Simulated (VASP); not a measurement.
Runs of VASP 6.6.1 on InPd. The structure is that of space group Fm-3m (No. 225), or close to it. The cells are those of the table. 

```csv
task,level,potentials or basis,cell,k mesh,cutoff (eV),grid for exact exchange (PRECFOCK),share of exact exchange,screening parameter,gap on the mesh (eV),pressure (GPa),relaxed volume (Å³/atom)
single point,PBEsol-based screened hybrid with 25 % exact exchange,"VASP PAW PBE potentials, release 64 (In_d, Pd)","a = 3.783 Å, angles 60.0°, 2 atoms",4 × 4 × 4,520,Normal,0.25,0.207 1/Å,none,(a),-
single point,PBE-based screened hybrid with 25 % exact exchange,"VASP PAW PBE potentials, release 64 (In_d, Pd)","a = 3.832 Å, angles 60.0°, 2 atoms",4 × 4 × 4,520,Normal,0.25,0.3 1/Å,none,0.2,-
single point,B3LYP,"VASP PAW PBE potentials, release 64 (In_d, Pd)","a = 3.884 Å, angles 60.0°, 2 atoms",4 × 4 × 4,520,Normal,0.2,-,none,1.2,-
single point,HSE06,"VASP PAW PBE potentials, release 64 (In_d, Pd)","a = 3.827 Å, angles 60.0°, 2 atoms",4 × 4 × 4,520,Normal,0.25,0.2079 1/Å,none,0.2,-
single point,r2SCAN,"VASP PAW PBE potentials, release 64 (In_d, Pd_sv_GW)","a = 3.884 Å, angles 60.0°, 2 atoms",8 × 8 × 8,690,-,-,-,none,(b),-
relaxation of cell and atoms,PBEsol-based screened hybrid with 25 % exact exchange,"VASP PAW PBE potentials, release 64 (In_d, Pd)","relaxed from a = 3.884 Å, angles 60.0°, 2 atoms",4 × 4 × 4,600,Normal,0.25,0.207 1/Å,none,0.0,19.23
single point,r2SCAN,"VASP PAW PBE potentials, release 64 (In_d, Pd_sv_GW)","a = 3.817 Å, angles 60.0°, 2 atoms",8 × 8 × 8,690,-,-,-,none,2.4,-
relaxation of cell and atoms,HF,"VASP PAW PBE potentials, release 64 (In_d, Pd)","relaxed from a = 3.884 Å, angles 60.0°, 2 atoms",4 × 4 × 4,600,Normal,1,-,none,0.0,21.14
```

Alike in all rows: no spin polarisation; smearing fermi-dirac 0.05 eV.

Problem. Estimate the missing entries.

Solution. (a) 0.3; (b) -2.6.

Caveats: some runs use coarse meshes; the PAW data sets were made with another functional, which shifts forces and pressure a little; spin-orbit coupling is left out, which moves the levels of the heavy elements.

A k mesh can miss the band edges, and the runs leave out spin-orbit coupling on In, Pd.

A gap of «none» marks levels without a gap at the run's occupations.

The runs don't all hold the same shells in valence.
